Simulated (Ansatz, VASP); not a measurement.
Two plane-wave programs on Au

```
CELL_PARAMETERS angstrom
-1.62104 1.62104 1.62104
1.62104 -1.62104 1.62104
1.62104 1.62104 -1.62104
ATOMIC_POSITIONS crystal
Au 0.00000 0.00000 0.00000
```

Alike in both runs: task single point; functional PBEsol; k mesh 6 × 6 × 6; occupations gaussian, width 0.1 eV; no spin polarisation.

```csv
,VASP,Ansatz
version,VASP 6.6.1,Ansatz 0.2.0
potentials or method,"VASP PAW PBE potentials, release 64 (Au), cutoff 500 eV","scalar-relativistic, plane waves, PAW"
valence electrons in the cell,11,19
```

```tsv
	VASP	Ansatz	Ansatz less VASP
gap on the k mesh at the Fermi level (eV)	none	none	-
pressure (GPa)	-0.1	0.2	+0.30
```

VASP's potentials were made for PBE, not for PBEsol, and Ansatz warns of the same on its side. A gap of «none» marks a metal or a gap that the smearing closes. With one functional, cell and mesh, what is left measures potentials, basis and numerics. VASP's potentials hold 11 valence electrons a cell and Ansatz's 19, so a difference there can come from the potentials and not from the codes.

The k mesh is coarse, so the values compare programs but aren't converged. Neither program's run includes spin-orbit coupling.
